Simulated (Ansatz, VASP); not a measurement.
WS2: VASP beside Ansatz

INCAR

```
ALGO     = Normal         # electronic algorithm
EDIFF    = 1E-7           # SCF threshold, eV
ENCUT    = 520            # plane-wave cutoff, eV
GGA      = PS             # functional
ISIF     = 2              # what is computed and relaxed
ISMEAR   = 0              # smearing method
IVDW     = 12             # dispersion correction
LASPH    = True           # aspherical terms in the spheres
LCHARG   = True           # write CHGCAR
LELF     = True           # ELF
LREAL    = False          # projectors in reciprocal space
LVHAR    = True         
LWAVE    = False          # write WAVECAR
NBANDS   = 20             # bands
NELM     = 80             # most SCF steps
PREC     = Accurate       # precision mode
SIGMA    = 0.05           # smearing width, eV
```

The input KPOINTS:

```
k-points
0
Gamma
  12 12 12
```

Contents of POSCAR:

```
WS2
1.0
    1.6071000000      0.9278596176      5.0013000000
   -1.6071000000      0.9278596176      5.0013000000
    0.0000000000     -1.8557192352      5.0013000000
W S
1 2
Direct
    0.9993605138      0.9993605138      0.9993605138
    0.7554704513      0.7554704513      0.7554704513
    0.5764690349      0.5764690349      0.5764690349
```

Input for Ansatz:

```yaml
crystal:
  lattice:
    - [1.6071, 0.9278596176, 5.0013]
    - [-1.6071, 0.9278596176, 5.0013]
    - [0.0, -1.8557192352, 5.0013]
  atoms:
    - { symbol: W, position: [0.9993605138, 0.9993605138, 0.9993605138] }
    - { symbol: S, position: [0.7554704513, 0.7554704513, 0.7554704513] }
    - { symbol: S, position: [0.5764690349, 0.5764690349, 0.5764690349] }
basis:
  ecutwfc: 420
kpoints:
  mp_grid: { grid: [12, 12, 12] }
hamiltonian:
  xc: pbesol
  pseudopotentials: { kind: paw, azcp: { folder: soft_1 } }
  dispersion: d3bj
scf:
  occupations: { method: gaussian, width: 0.05 }
output:
  forces: true
  stress: true
  eigenvalues: true
```

Alike in both runs: task single point; functional PBEsol; dispersion D3(BJ); k mesh 12 × 12 × 12; occupations gaussian, width 0.05 eV; no spin polarisation.

|  | VASP | Ansatz |
| --- | --- | --- |
| version | VASP 6.6.1 | Ansatz 0.2.0 |
| potentials or method | VASP PAW PBE potentials, release 64 (W_sv, S), cutoff 520 eV | scalar-relativistic, plane waves, PAW |
| valence electrons in the cell | 26 | 26 |

Ansatz gave:

| Quantity | Value |
| --- | --- |
| gap on the k mesh at the Fermi level (eV) | none |
| pressure (GPa) | 25.4 |
| traceless stress, the component that is largest in VASP (GPa) | 25.15 |
| rms of the force components (eV/Å) | 1.882 |

**Question.** Which values does VASP return?

**Answer.** gap on the k mesh at the Fermi level (eV): none; pressure (GPa): 25.7; traceless stress, the component that is largest in VASP (GPa): 25.47; rms of the force components (eV/Å): 1.900.

VASP's potentials were made for PBE, not for PBEsol, and Ansatz warns of the same on its side. Atom by atom the forces differ by 0.019 eV/Å (rms over components). A gap of «none» marks a metal or a gap that the smearing closes.

Spin-orbit coupling is off throughout.
